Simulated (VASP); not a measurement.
Wanted: the native input for a VASP 6.6.1 run.

```yaml
Task: single point
Functional: PBE
Potentials_or_basis: VASP PAW PBE potentials, release 64 (Ta_pv, F)
Cutoff: 520 eV
k_mesh: 7 × 7 × 7
Occupations: fermi-dirac, width 0.05 eV
Spin: no spin polarisation
Dipole_correction: no
Further_INCAR_settings: ALGO = Normal; EDIFF = 1e-06; NBANDS = 24
```

The structure of TaF3 lies in POSCAR:

```
TaF3
1.0
    3.9383459937      0.0000000000      0.0000000000
    0.0000000000      3.9383459937      0.0000000000
    0.0000000000      0.0000000000      3.9383459937
Ta F
1 3
Direct
    0.0000000000      0.0000000000      0.0000000000
    0.0000000000      0.0000000000      0.5000000000
    0.0000000000      0.5000000000      0.0000000000
    0.5000000000      0.0000000000      0.0000000000
```

One way to write it, as run:

INCAR

```
  PREC = Accurate
  ENCUT = 520
  EDIFF = 1E-6
  ISMEAR = -1
  SIGMA = 0.05
  LREAL = F
  LASPH = T
  NELM = 80
  ALGO = Normal
  ISIF = 2
  LWAVE = F
  LCHARG = F
  GGA = PE
  NBANDS = 24
```

KPOINTS

```
regular mesh
0
Gamma
  7 7 7
```

Potentials or basis: VASP PAW PBE potentials, release 64 (Ta_pv, F).

The run is started by

```console
$ cat potpaw_PBE.64/Ta_pv/POTCAR potpaw_PBE.64/F/POTCAR > POTCAR
$ mpirun -np 1 vasp_std > vasp.out
```

Results of the run:

| Quantity | Value |
| --- | --- |
| Pressure | 20.4 GPa |
| Band gap on the k mesh | zero (band 16 reaches 6.19 eV, above the bottom of band 17 at 3.50 eV) |

Caveat: spin-orbit coupling is left out, which moves the levels of the heavy elements.

It took 13 s on 1 thread of AMD EPYC 9R45 96-Core Processor (Zen 5), with other jobs on the host, peak memory 0.15 GiB.
